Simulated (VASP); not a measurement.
Input of a VASP 6.6.1 run:

Contents of INCAR:

```
ALGO     = Normal         # electronic algorithm
EDIFF    = 1E-8           # SCF threshold, eV
ENCUT    = 520            # plane-wave cutoff, eV
GGA      = PE             # functional
ISIF     = 2              # what is computed and relaxed
ISMEAR   = -1             # smearing method
LASPH    = True           # aspherical terms in the spheres
LCHARG   = False          # write CHGCAR
LEFG     = True         
LREAL    = False          # projectors in reciprocal space
LWAVE    = False          # write WAVECAR
NBANDS   = 11             # bands
NELM     = 60             # most SCF steps
PREC     = Accurate       # precision mode
SIGMA    = 0.08           # smearing width, eV
```

KPOINTS

```
k-points
0
Gamma
  11 11 11
```

The input POSCAR:

```
Si
1.0
    0.0000000000      2.7687280309      2.7687280309
    2.7687280309      0.0000000000      2.7687280309
    2.7687280309      2.7687280309      0.0000000000
Si
2
Direct
    0.5000000000      0.5000000000      0.5000000000
    0.7500000000      0.7500000000      0.7500000000
```

Potentials or basis: VASP PAW PBE potentials, release 64 (Si).

The run is started by

```bash
$ cat potpaw_PBE.64/Si/POTCAR > POTCAR
$ mpirun -np 1 vasp_std > vasp.out
```

Problem. What does it give for the pressure?

Solution. -3.1 GPa.

Problem. What does it give for the band gap on the k mesh?

Solution. 0.70 eV, indirect (least direct gap 2.48 eV).

Caveat: without QUAD_EFG the Cq values of the log hold for a quadrupole moment of 1 mb, not for the nuclei. A k mesh can miss the band edges.
